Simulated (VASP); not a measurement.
Runs of VASP 6.6.1 on SnO. The structure is that of space group P4/nmm (No. 129), or close to it. The cells are those of the table. 

```tsv
cell	gap on the mesh (eV)	pressure (GPa)	largest force (eV/Å)
a = 3.740, b = 3.740, c = 4.911 Å, 4 atoms	none	-2.8	0.76
a = 4.157, b = 4.157, c = 4.282 Å, 4 atoms	0.85	(d)	0.65
a = 3.992, b = 3.992, c = 4.643 Å, 4 atoms	0.45	-9.8	0.97
a = 3.592, b = 3.592, c = 5.325 Å, 4 atoms	none	-1.5	1.88
a = 3.665, b = 3.665, c = 5.114 Å, 4 atoms	none	(b)	1.24
a = 4.024, b = 4.024, c = 4.405 Å, 4 atoms	0.58	-8.0	0.42
a = 3.787, b = 3.787, c = 4.973 Å, 4 atoms	none	(a)	1.25
a = 3.816, b = 3.816, c = 4.717 Å, 4 atoms	none	(c)	0.41
```

Alike in all rows: task single point; level LDA; potentials or basis VASP PAW LDA potentials, release 64 (Sn_d, O); no spin polarisation; k mesh 12 × 12 × 10; cutoff (eV) 520; smearing gaussian 0.15 eV.

Fill in the values left out.

(a) -6.0; (b) -2.1; (c) -3.5; (d) -10.9.

Caveats: spin-orbit coupling is left out, which moves the levels of the heavy elements; semilocal functionals underestimate gaps, and a narrow one can read as zero (at least some runs); forces of over 1 eV/Å act on the atoms, so gaps and moduli don't describe the material at rest (at least some runs); the cell stands under tension (at least some runs); the stress differs along the axes, from -15 to -3 GPa (at least some runs); the stress differs along the axes, from -12 to -6 GPa (at least some runs); the stress differs along the axes, from -13 to 4 GPa (at least some runs).

A k mesh can miss the band edges, and the runs leave out spin-orbit coupling on Sn.

A gap of «none» marks levels without a gap at the run's occupations.
